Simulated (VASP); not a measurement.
The system is Li2Ag3.

```xyz
5
Lattice="3.6741 0.0000 0.0000 0.0000 3.6741 0.0000 0.0000 0.0000 3.6741" Properties=species:S:1:pos:R:3 pbc="T T T"
Li    0.0000    0.0000    0.0000
Li    1.8370    1.8370    1.8370
Ag    1.8370    0.0000    0.0000
Ag    0.0000    1.8370    0.0000
Ag    0.0000    0.0000    1.8370
```

```yaml
Program: VASP 6.6.1
Task: relaxation of cell and atoms
Functional: PBE
Potentials_or_basis: VASP PAW PBE potentials, release 64 (Li_sv, Ag)
Cutoff: 600 eV
k_mesh: 6 × 6 × 6
Occupations: gaussian, width 0.1 eV
Spin: no spin polarisation
```

At the start: pressure 120.4 GPa; volume 9.92 Å³/atom.

Q: Where does the relaxation end?

A: Over 5 steps the energy falls by 1794.4 meV/atom and the volume is 18.61 Å³/atom (+87.6 %); space group Pm-3m (No. 221, to 0.05 Å).

Step by step:
| step | energy change (eV) | largest force (eV/Å) | pressure (GPa) | volume (Å³) |
| --- | --- | --- | --- | --- |
| 1 | 0.0000 | 0.0000 | 120.43 | 49.60 |
| 2 | -8.1253 | 0.0000 | -6.11 | 124.67 |
| 3 | -8.9324 | 0.0000 | 2.74 | 87.88 |
| 4 | -8.9581 | 0.0000 | -1.37 | 95.95 |
| 5 | -8.9719 | 0.0000 | -0.12 | 93.05 |

Final structure:
```xyz
5
Lattice="4.5315 0.0000 0.0000 0.0000 4.5315 0.0000 0.0000 0.0000 4.5315" Properties=species:S:1:pos:R:3 pbc="T T T"
Li    0.0000    0.0000    0.0000
Li    2.2657    2.2657    2.2657
Ag    2.2657    0.0000    0.0000
Ag    0.0000    2.2657    0.0000
Ag    0.0000    0.0000    2.2657
```

Caveat: the cutoff is under 1.25 times the usual one of these potentials, so pressure, stress and relaxed cells hold a basis-set (Pulay) error; the volume moved by over 15 % at a fixed basis, so the end points are rough.
